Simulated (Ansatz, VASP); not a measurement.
# Two plane-wave programs on TiAl3

```
CELL_PARAMETERS angstrom
0.00000 -3.94834 0.00000
0.00000 0.00000 -3.94834
12.84503 0.00000 0.00000
ATOMIC_POSITIONS crystal
Ti 0.00000 0.00000 0.23052
Ti 0.00000 0.00000 0.53790
Ti 0.00000 0.00000 0.84529
Al 0.50000 0.00000 0.07683
Al 0.50000 0.00000 0.38421
Al 0.50000 0.00000 0.69160
Al 0.00000 0.50000 0.07683
Al 0.00000 0.50000 0.38421
Al 0.00000 0.50000 0.69160
Al 0.50000 0.50000 0.84529
Al 0.50000 0.50000 0.23052
Al 0.50000 0.50000 0.53790
```

Alike in both runs: task single point; functional PBEsol; k mesh 12 × 12 × 4; occupations gaussian, width 0.15 eV; no spin polarisation.

```csv
,VASP,Ansatz
version,VASP 6.6.1,Ansatz 0.2.0
potentials or method,"VASP PAW PBE potentials, release 64 (Ti_sv, Al), cutoff 500 eV","scalar-relativistic, plane waves, PAW"
valence electrons in the cell,63,63
```

Ansatz gave:

```
gap on the k mesh at the Fermi level (eV)                     : none
pressure (GPa)                                                : -3.0
traceless stress, the component that is largest in VASP (GPa) : -1.15
rms of the force components (eV/Å)                            : 0.314
```

**Question.** Which values does VASP return?

**Answer.** gap on the k mesh at the Fermi level (eV): none; pressure (GPa): -3.0; traceless stress, the component that is largest in VASP (GPa): -1.18; rms of the force components (eV/Å): 0.316.

VASP's potentials were made for PBE, not for PBEsol. Atom by atom the forces differ by 0.003 eV/Å (rms over components). A gap of «none» marks a metal or a gap that the smearing closes.
